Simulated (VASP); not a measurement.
# BaTiO3 in VASP: settings compared

BaTiO3 is run at these levels: PBEsol, PBE; tasks: single point.

Everything below comes from runs of VASP 6.6.1. Logs are shortened: lines on timing, memory, paths and dates and some standing lists are left out, and cuts for length are marked.

### Step 1. The cell of the first run

Symmetry: P4mm, No. 99, tetragonal system. Conventional cell: a = 4.078 Å, b = 4.078 Å, c = 4.097 Å, α = 90.00°, β = 90.00°, γ = 90.00°. Within 3.7 Å of Ba (site symmetry 4mm) lie 12 O at 2.84 to 2.94 Å and 8 Ti at 3.51 to 3.56 Å. Ti (site symmetry 4mm) has 6 O at 1.93 to 2.17 Å within 2.6 Å. Within 2.7 Å of O (site symmetry 2mm) lie 2 Ti at 2.04 Å. Within 2.6 Å of O (site symmetry 4mm) lie 2 Ti at 1.93 to 2.17 Å.

### Step 2. Single point, PBEsol (volume scaled by 1.06)

File INCAR:

```
  PREC = Accurate
  ENCUT = 520
  EDIFF = 1E-7
  ISMEAR = -1
  SIGMA = 0.05
  LREAL = F
  LASPH = T
  NELM = 100
  ALGO = Normal
  ISIF = 2
  LWAVE = F
  LCHARG = F
  GGA = PS
  NBANDS = 28
```

File KPOINTS:

```
Automatic mesh
0
Gamma
  7 7 7
```

File POSCAR:

```
BaTiO3
1.0
    4.0782473671      0.0000000000      0.0000000000
    0.0000000000      4.0782473671      0.0000000000
    0.0000000000      0.0000000000      4.0968043205
Ba Ti O
1 1 3
Direct
    0.0000000000      0.0000000000      0.0000000000
    0.5000000000      0.5000000000      0.4900000000
    0.0000000000      0.5000000000      0.5170000000
    0.5000000000      0.0000000000      0.5170000000
    0.5000000000      0.5000000000      0.0190000000
```

Potentials or basis: VASP PAW PBE potentials, release 64 (Ba_sv, Ti_sv, O).

Run with:

```sh
$ cat potpaw_PBE.64/Ba_sv/POTCAR potpaw_PBE.64/Ti_sv/POTCAR potpaw_PBE.64/O/POTCAR > POTCAR
$ mpirun -np 1 vasp_std > vasp.out
```

OUTCAR:

```text
PREC = Accurate
   ENCUT = 520
   EDIFF = 1E-7
   ISMEAR = -1
   LREAL = F
   LASPH = T
   NELM = 100
   ISIF = 2
   GGA = PS

 ion  position               nearest neighbor table
   1  0.000  0.000  0.000-   3 2.84   4 2.84   3 2.84   4 2.84   5 2.88   5 2.88   5 2.88   5 2.88
                             4 2.94   3 2.94   4 2.94   3 2.94   2 3.51   2 3.51   2 3.51   2 3.51
   2  0.500  0.500  0.490-   5 1.93   4 2.04   3 2.04   4 2.04   3 2.04   5 2.17   1 3.51   1 3.51
                             1 3.51   1 3.51   1 3.56   1 3.56   1 3.56   1 3.56
   3  0.000  0.500  0.517-   2 2.04   2 2.04   1 2.84   1 2.84   1 2.94   1 2.94
   4  0.500  0.000  0.517-   2 2.04   2 2.04   1 2.84   1 2.84   1 2.94   1 2.94
   5  0.500  0.500  0.019-   2 1.93   2 2.17   1 2.88   1 2.88   1 2.88   1 2.88

  LATTYP: Found a simple tetragonal cell.
 ALAT       =     4.0782473671
 C/A-ratio  =     1.0045502275

  Lattice vectors:

 A1 = (   4.0782473671,   0.0000000000,   0.0000000000)
 A2 = (   0.0000000000,   4.0782473671,   0.0000000000)
 A3 = (   0.0000000000,   0.0000000000,   4.0968043205)

Analysis of symmetry for initial positions (statically):
=====================================================================
 Subroutine PRICEL returns:
 Original cell was already a primitive cell.

 Routine SETGRP: Setting up the symmetry group for a
 simple tetragonal supercell.

 Subroutine GETGRP returns: Found  8 space group operations
 (whereof  8 operations were pure point group operations)
 out of a pool of 16 trial point group operations.

The static configuration has the point symmetry C_4v.

Analysis of symmetry for dynamics (positions and initial velocities):
=====================================================================
 Subroutine PRICEL returns:
 Original cell was already a primitive cell.

 Routine SETGRP: Setting up the symmetry group for a
 simple tetragonal supercell.

 Subroutine GETGRP returns: Found  8 space group operations
 (whereof  8 operations were pure point group operations)
 out of a pool of 16 trial point group operations.

The dynamic configuration has the point symmetry C_4v.

 Subroutine INISYM returns: Found  8 space group operations
 (whereof  8 operations are pure point group operations),
 and found     1 'primitive' translations

----------------------------------------------------------------------------------------

                                     Primitive cell

  volume of cell :      68.1385

  direct lattice vectors                    reciprocal lattice vectors
     4.078247367  0.000000000  0.000000000     0.245203370  0.000000000  0.000000000
     0.000000000  4.078247367  0.000000000     0.000000000  0.245203370  0.000000000
     0.000000000  0.000000000  4.096804321     0.000000000  0.000000000  0.244092693

  length of vectors
     4.078247367  4.078247367  4.096804321     0.245203370  0.245203370  0.244092693

  position of ions in fractional coordinates (direct lattice)
     0.000000000  0.000000000  0.000000000
     0.500000000  0.500000000  0.490000000
     0.000000000  0.500000000  0.517000000
     0.500000000  0.000000000  0.517000000
     0.500000000  0.500000000  0.019000000

  ion indices of the primitive-cell ions
   primitive index   ion index
                 1           1
                 2           2
                 3           3
                 4           4
                 5           5

----------------------------------------------------------------------------------------

 KPOINTS: Automatic mesh

Automatic generation of k-mesh.
 Grid dimensions read from file:
 generate k-points for:    7    7    7

 Generating k-lattice:

  Cartesian coordinates                     Fractional coordinates (reciprocal lattice)
     0.035029053  0.000000000  0.000000000     0.142857143  0.000000000  0.000000000
     0.000000000  0.035029053  0.000000000     0.000000000  0.142857143  0.000000000
     0.000000000  0.000000000  0.034870385     0.000000000  0.000000000  0.142857143

  Length of vectors
     0.035029053  0.035029053  0.034870385

  Shift w.r.t. Gamma in fractional coordinates (k-lattice)
     0.000000000  0.000000000  0.000000000

 Subroutine IBZKPT returns following result:
 ===========================================

 Found     40 irreducible k-points:

 Following reciprocal coordinates:
            Coordinates               Weight
  0.000000  0.000000  0.000000      1.000000
  0.142857  0.000000  0.000000      4.000000
  0.285714  0.000000  0.000000      4.000000
  0.428571  0.000000  0.000000      4.000000
  0.142857  0.142857  0.000000      4.000000
  0.285714  0.142857  0.000000      8.000000
[... 16 lines left out ...]
  0.285714  0.000000  0.285714      8.000000
  0.428571  0.000000  0.285714      8.000000
 [... further k-points ...]
   k-points           NKPTS =     40   k-points in BZ     NKDIM =     40   number of bands    NBANDS=     28
   number of dos      NEDOS =    301   number of ions     NIONS =      5
   total plane-waves  NPLWV =  27000
   dimension x,y,z NGX =    30 NGY =   30 NGZ =   30
   dimension x,y,z NGXF=    60 NGYF=   60 NGZF=   60
   ions per type =               1   1   3
   NGX,Y,Z   is equivalent  to a cutoff of  12.23, 12.23, 12.17 a.u.
   NGXF,Y,Z  is equivalent  to a cutoff of  24.46, 24.46, 24.35 a.u.
 SYSTEM =  unknown system
   PREC   = accura    normal or accurate (medium, high low for compatibility)
   ISTART =      0    job   : 0-new  1-cont  2-samecut
   ICHARG =      2    charge: 1-file 2-atom 10-const
   ISPIN  =      1    spin polarized calculation?
   LNONCOLLINEAR =      F non collinear calculations
   LSORBIT =      F    spin-orbit coupling
   LASPH  =      T    aspherical Exc in radial PAW
   ENCUT  =  520.0 eV  38.22 Ry    6.18 a.u.   7.58  7.58  7.62*2*pi/ulx,y,z
   NELM   =    100;   NELMIN=  2; NELMDL= -5     # of ELM steps
   EDIFF  = 0.1E-06   stopping-criterion for ELM
   LREAL  =      F    real-space projection
   EDIFFG = 0.1E-05   stopping-criterion for IOM
   NSW    =      0    number of steps for IOM
   IBRION =     -1    ionic relax: 0-MD 1-quasi-New 2-CG
   NFREE  =      0    steps in history (QN), initial steepest desc. (CG)
   ISIF   =      2    stress and relaxation
   ISYM   =      2    0-nonsym 1-usesym 2-fastsym
   POTIM  = 0.5000    time-step for ionic-motion
   TEBEG  =    0.0;   TEEND  =   0.0 temperature during run
   PSTRESS=    0.0 pullay stress
   NELECT =      40.0000    total number of electrons
   NUPDOWN=      -1.0000    fix difference up-down
   EMIN   =  10.00;   EMAX   =-10.00  energy-range for DOS
   EFERMI =   0.00;   METHOD = LEGACY
   ISMEAR =    -1;   SIGMA  =   0.05  broadening in eV -4-tet -1-fermi 0-gaus
   EFERMI_NEDOS =   21; number of points for ismear=-14 and -15
   IALGO  =     38    algorithm
   IMIX   =      4    mixing-type and parameters
     AMIX     =   0.40;   BMIX     =  1.00
     AMIX_MAG =   1.60;   BMIX_MAG =  1.00
  volume/ion in A,a.u.               =      13.63        91.96
  Fermi-wavevector in a.u.,A,eV,Ry     =   1.370768  2.590376 25.565424  1.879006
  Thomas-Fermi vector in A             =   2.496525
   LORBIT       =      0    0 simple, 1 ext, 2 COOP (PROOUT), +10 PAW based schemes
   GGA     = PS    functional components
   LHFCALC =     F    Hartree Fock is set to
   AEXX    =    0.0000 exact exchange contribution
   IVDW    =     0    specifies the selected vdW correction
   LEPSILON=     F    determine dielectric tensor
   LRPA    =     F    only Hartree local field effects (RPA)
 non-spin polarized calculation
  energy-cutoff  :      520.00
  volume of cell :       68.14
 maximum number of plane-waves:      1849
   NGX = 15   NGY = 15   NGZ = 15

 number of electron      39.9999986 magnetization

 Free energy of the ion-electron system (eV)
  ---------------------------------------------------
  ext. energy  EPLUGINS =         0.00000000
  ---------------------------------------------------
  free energy    TOTEN  =       -41.83479183 eV

  energy without entropy =      -41.83479182  energy(sigma->0) =      -41.83479182

 E-fermi :   4.0825     XC(G=0): -11.1953

 val. band max:        3.1753473262   @ k =   0.4286   0.4286   0.4286
 cond. band min:       4.8778447024   @ k =   0.0000   0.0000   0.0000
 fundamental gap:      1.7024973762
 Fermi energy:         4.0825011970

 k-point     1 :       0.0000    0.0000    0.0000
  band No.  band energies     occupation
      1     -53.3105      2.00000
      2     -29.6285      2.00000
      3     -29.6040      2.00000
      4     -29.6040      2.00000
      5     -21.6809      2.00000
      6     -13.4403      2.00000
[... 20 lines left out ...]
     27       8.1160      0.00000
     28       9.7571      0.00000

 k-point     2 :       0.1429    0.0000    0.0000
  band No.  band energies     occupation
      1     -53.3103      2.00000
      2     -29.6283      2.00000
      3     -29.6115      2.00000
      4     -29.6037      2.00000
      5     -21.6644      2.00000
      6     -13.4458      2.00000
[... 20 lines left out ...]
     27       8.4739      0.00000
     28      10.2357      0.00000

 k-point     3 :       0.2857    0.0000    0.0000
  band No.  band energies     occupation
      1     -53.3100      2.00000
      2     -29.6286      2.00000
      3     -29.6274      2.00000
      4     -29.6030      2.00000
      5     -21.6269      2.00000
      6     -13.5037      2.00000
[... 20 lines left out ...]
     27       9.3720      0.00000
     28      11.2430      0.00000

 k-point     4 :       0.4286    0.0000    0.0000
  band No.  band energies     occupation
      1     -53.3098      2.00000
      2     -29.6419      2.00000
      3     -29.6271      2.00000
      4     -29.6025      2.00000
      5     -21.5963      2.00000
      6     -13.5805      2.00000
[... 578 lines left out ...]
     27       9.7398      0.00000
     28      11.3683      0.00000

 k-point    23 :       0.2857    0.0000    0.2857
  band No.  band energies     occupation
      1     -53.3096      2.00000
      2     -29.6508      2.00000
      3     -29.6272      2.00000
      4     -29.6022      2.00000
      5     -21.5852      2.00000
      6     -13.3266      2.00000
[... 20 lines left out ...]
     27      10.6909      0.00000
     28      11.3030      0.00000

 k-point    24 :       0.4286    0.0000    0.2857
  band No.  band energies     occupation
      1     -53.3093      2.00000
      2     -29.6500      2.00000
      3     -29.6405      2.00000
      4     -29.6017      2.00000
      5     -21.5605      2.00000
      6     -13.2957      2.00000
[... 20 lines left out ...]
     27      11.2226      0.00000
     28      11.6743      0.00000

 [... further k-points ...]

------------------------ aborting loop because EDIFF is reached ----------------------------------------

  FORCE on cell =-STRESS in cart. coord.  units (eV):
  Direction    XX          YY          ZZ          XY          YZ          ZX
  --------------------------------------------------------------------------------------
  -------------------------------------------------------------------------------------
  Total       -4.5951886     -4.5951886     -4.2851500      0.0000000      0.0000000      0.0000000
  in kB     -108.0492040   -108.0492040   -100.7590963      0.0000000      0.0000000      0.0000000
  external PRESSURE =    -105.6191681 kB  Pullay stress =       0.0000000 kB

 VOLUME and BASIS-vectors are now :
 -----------------------------------------------------------------------------
  energy-cutoff  :      520.00
  volume of cell :       68.14
      direct lattice vectors                 reciprocal lattice vectors
     4.078247367  0.000000000  0.000000000     0.245203370  0.000000000  0.000000000
     0.000000000  4.078247367  0.000000000     0.000000000  0.245203370  0.000000000
     0.000000000  0.000000000  4.096804321     0.000000000  0.000000000  0.244092693

 POSITION                                       TOTAL-FORCE (eV/Angst)
 -----------------------------------------------------------------------------------
      0.00000      0.00000      0.00000        -0.000000      0.000000      0.004462
      2.03912      2.03912      2.00743        -0.000000     -0.000000     -0.402939
      0.00000      2.03912      2.11805         0.000000      0.000000     -0.130579
      2.03912      0.00000      2.11805        -0.000000      0.000000     -0.130579
      2.03912      2.03912      0.07784        -0.000000     -0.000000      0.659634
 -----------------------------------------------------------------------------------
    total drift:                                0.000000      0.000000      0.000029

  FREE ENERGIE OF THE ION-ELECTRON SYSTEM (eV)
  ---------------------------------------------------
  free  energy   TOTEN  =       -41.8347918259 eV

  energy  without entropy=      -41.8347918221  energy(sigma->0) =      -41.83479182
```

Run time: 58 s. Hardware: 1 thread of Intel Xeon Platinum 8488C (Sapphire Rapids), shared host; peak memory 0.22 GiB.

Results:

```
Free energy            : -41.8348 eV
Pressure               : -10.6 GPa
Largest force          : 0.660 eV/Å
Band gap on the k mesh : 1.70 eV, indirect (least direct gap 1.94 eV)
```

Forces in eV/Å, atoms in the order of the input:
```
Ba   0.000  0.000  0.004
Ti   0.000  0.000 -0.403
O    0.000  0.000 -0.131
O    0.000  0.000 -0.131
O    0.000  0.000  0.660
```

Stress tensor (GPa, compression positive):
```
-10.80   0.00   0.00
  0.00 -10.80   0.00
  0.00   0.00 -10.08
```

Levels at points of the mesh, in eV from the valence-band top:
```tsv
k point	band 16	band 17	band 18	band 19	band 20	band 21	band 22	band 23	band 24	band 25
(0.00, 0.00, 0.00)	-1.06	-0.97	-0.26	-0.24	-0.24	1.70	1.91	1.91	3.69	3.79
```

Caveat: the cell differs from its parent crystal (volume scaled by 1.06); the PAW data sets were made with another functional, which shifts forces and pressure a little; spin-orbit coupling is left out, which moves the levels of the heavy elements. A k mesh can miss the band edges.

### Step 3. Single point, PBE

This run uses another cell than the first one, of 12.86 Å³/atom, 0.943 times its volume.

File INCAR:

```
SYSTEM = BaTiO3
  ALGO = Normal
  EDIFF = 1E-6
  ENCUT = 520
  GGA = PE
  ISIF = 2
  ISMEAR = -1
  LASPH = .TRUE.
  LCHARG = .FALSE.
  LREAL = .FALSE.
  LWAVE = .FALSE.
  NBANDS = 28
  NELM = 80
  PREC = Accurate
  SIGMA = 0.05
```

File KPOINTS:

```
k-points
0
G
  5 5 5
  0 0 0
```

Changes to POSCAR since step 2:

```diff
@@ -2,5 +2,5 @@
 1.0
-    4.0782473671      0.0000000000      0.0000000000
-    0.0000000000      4.0782473671      0.0000000000
-    0.0000000000      0.0000000000      4.0968043205
+    3.9998000000      0.0399980000      0.0000000000
+    0.0399980000      3.9998000000      0.0000000000
+    0.0000000000      0.0000000000      4.0180000000
 Ba Ti O
```

Potentials or basis: VASP PAW PBE potentials, release 64 (Ba_sv, Ti_sv, O).

Run with:

```sh
$ cat potpaw_PBE.64/Ba_sv/POTCAR potpaw_PBE.64/Ti_sv/POTCAR potpaw_PBE.64/O/POTCAR > POTCAR
$ mpirun -np 1 vasp_std > vasp.out
```

Wall time 47 s (1 thread of AMD EPYC 7R13 (Zen 3), shared host); peak memory 0.17 GiB.

It converged, with:

```
Free energy            : -39.9706 eV
Pressure               : 4.3 GPa
Largest force          : 0.280 eV/Å
Band gap on the k mesh : 1.92 eV, indirect (least direct gap 1.99 eV)
```

Forces in eV/Å, atoms in the order of the input:
```
Ba   0.000  0.000  0.074
Ti   0.000  0.000 -0.132
O    0.000  0.000 -0.111
O    0.000  0.000 -0.111
O    0.000  0.000  0.280
```

Stress tensor (GPa, compression positive):
```
 3.95 -2.51  0.00
-2.51  3.95  0.00
 0.00  0.00  4.87
```

Levels at points of the mesh, in eV from the valence-band top:
| k point | band 17 | band 18 | band 19 | band 20 | band 21 | band 22 | band 23 | band 24 |
| --- | --- | --- | --- | --- | --- | --- | --- | --- |
| (0.00, 0.00, 0.00) | -0.98 | -0.20 | -0.15 | -0.07 | 1.92 | 2.10 | 2.17 | 4.11 |

Caveat: spin-orbit coupling is left out, which moves the levels of the heavy elements.

### Step 4. Single point, PBEsol

This run uses another cell than the first one, of 11.04 Å³/atom, 0.810 times its volume.

File INCAR:

```
SYSTEM = BaTiO3
PREC = Accurate ; ENCUT = 520
EDIFF = 1E-6 ; ISMEAR = -1
SIGMA = 0.05 ; LREAL = .FALSE.
LASPH = .TRUE. ; NELM = 80
ALGO = Normal ; ISIF = 2
LWAVE = .FALSE. ; LCHARG = .TRUE.
GGA = PS ; LELF = .TRUE.
LVHAR = .TRUE. ; NBANDS = 28
```

File KPOINTS:

```
Automatic mesh
0
G
  7 7 7
  0 0 0
```

File POSCAR:

```
BaTiO3
1.0
    3.8071268035      0.0000000000      0.0000000000
    0.0000000000      3.8071268035      0.0000000000
    0.0000000000      0.0000000000      3.8070223203
Ba Ti O
1 1 3
Direct
    0.0000000000      0.0000000000      0.0086166065
    0.5000000000      0.5000000000      0.5085729439
    0.0000000000      0.5000000000      0.5086085526
    0.5000000000      0.0000000000      0.5086085526
    0.5000000000      0.5000000000      0.0085933443
```

Run with:

```sh
$ cat potpaw_PBE.64/Ba_sv/POTCAR potpaw_PBE.64/Ti_sv/POTCAR potpaw_PBE.64/O/POTCAR > POTCAR
$ mpirun -np 1 vasp_std > vasp.out
```

Wall time 84 s (1 thread of Intel Xeon Platinum 8259CL at 2.50GHz (Skylake/Cascade Lake), shared host); peak memory 0.2 GiB.

Results (log left out):

```
Free energy            : -41.2347 eV
Pressure               : 33.2 GPa
Band gap on the k mesh : 1.92 eV, direct
```

Levels at points of the mesh, in eV from the valence-band top:
| k point | band 16 | band 17 | band 18 | band 19 | band 20 | band 21 | band 22 | band 23 | band 24 | band 25 |
| --- | --- | --- | --- | --- | --- | --- | --- | --- | --- | --- |
| (0.00, 0.00, 0.00) | -1.42 | -1.42 | 0.00 | 0.00 | 0.00 | 1.92 | 1.92 | 1.92 | 4.82 | 4.82 |

Caveat: the PAW data sets were made with another functional, which shifts forces and pressure a little; spin-orbit coupling is left out, which moves the levels of the heavy elements.

### Step 5. Summary

```csv
level,cell,k mesh,gap on the mesh (eV),pressure (GPa),largest force (eV/Å)
PBEsol,"a = 4.078, b = 4.078, c = 4.097 Å, 5 atoms",7 × 7 × 7,1.70,-10.6,0.66
PBE,"a = 4.000, b = 4.000, c = 4.018 Å, angles 90.0, 90.0, 88.9°, 5 atoms",5 × 5 × 5,1.92,4.3,0.28
PBEsol,"a = 3.807 Å, 5 atoms",7 × 7 × 7,1.92,33.2,-
```

Alike in all rows: task single point; potentials or basis VASP PAW PBE potentials, release 64 (Ba_sv, Ti_sv, O); no spin polarisation; cutoff (eV) 520; smearing fermi-dirac 0.05 eV.

Caveats: spin-orbit coupling is left out, which moves the levels of the heavy elements; the PAW data sets were made with another functional, which shifts forces and pressure a little (some runs).

Total energies depend on the potentials used, so only differences within one code and one set of settings carry meaning.
